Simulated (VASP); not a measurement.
Wanted: the native input for a VASP 6.6.1 run.

```
Task                   : single point
Functional             : r2SCAN
Potentials or basis    : VASP PAW PBE potentials, release 64 (Eu)
Cutoff                 : 520 eV
k mesh                 : 10 × 10 × 10
Occupations            : fermi-dirac, width 1 eV
Spin                   : collinear spin, ferromagnetic start
Starting moments       : [7.31] μB
Dipole correction      : no
Further INCAR settings : ALGO = Normal; EDIFF = 1e-06; NBANDS = 18
```

Eu:

```
Eu
1.0
    -2.22747    2.22747    2.22747
     2.22747   -2.22747    2.22747
     2.22747    2.22747   -2.22747
Eu
1
Cartesian
  0.0000 0.0000 0.0000
```

One way to write it, as run:

POSCAR

```
Eu
1.0
   -2.2274745855      2.2274745855      2.2274745855
    2.2274745855     -2.2274745855      2.2274745855
    2.2274745855      2.2274745855     -2.2274745855
Eu
1
Direct
    0.0000000000      0.0000000000      0.0000000000
```

INCAR.step1

```
SYSTEM = Eu
PREC = Accurate
ENCUT = 520
ISMEAR = -1
SIGMA = 1.0
LREAL = .False.
LASPH = .True.
NELM = 150
ISPIN = 2
MAGMOM = 7.31
LMAXMIX = 6
NBANDS = 18
GGA = PE
ALGO = Normal
EDIFF = 1E-4
LWAVE = .True.
LCHARG = .False.
```

INCAR.step2

```
SYSTEM = Eu
PREC = Accurate
ENCUT = 520
EDIFF = 1E-6
ISMEAR = -1
SIGMA = 1.0
LREAL = .False.
LASPH = .True.
NELM = 150
ALGO = Normal
ISIF = 2
LWAVE = .False.
LCHARG = .True.
ISPIN = 2
MAGMOM = 7.31
LORBIT = 11
LMAXMIX = 6
METAGGA = R2SCAN
LMIXTAU = .True.
LELF = .True.
LVHAR = .True.
NBANDS = 18
ISTART = 1
```

KPOINTS

```
regular mesh
0
Gamma
  10 10 10
  0 0 0
```

Potentials or basis: VASP PAW PBE potentials, release 64 (Eu).

Run with:

```sh
$ cat potpaw_PBE.64/Eu/POTCAR > POTCAR
$ cp INCAR.step1 INCAR
$ mpirun -np 1 vasp_std > vasp.out
$ cp INCAR.step2 INCAR
$ mpirun -np 1 vasp_std > vasp.out
```

Results of the run:

| Quantity | Value |
| --- | --- |
| Pressure | 0.3 GPa |
| Net moment | 6.66 μB per cell |
| Site moments | Eu +6.06 μB |
| Valence electrons inside the program's atomic spheres | Eu 14.61 |

Caveat: so wide a smearing shifts energies and pressures; the PAW data sets were made with another functional, which shifts forces and pressure a little.

It took 2.9 min on 1 thread of Intel(R) Xeon(R) 6975P-C (Granite Rapids), on a shared host, peak memory 0.24 GiB.
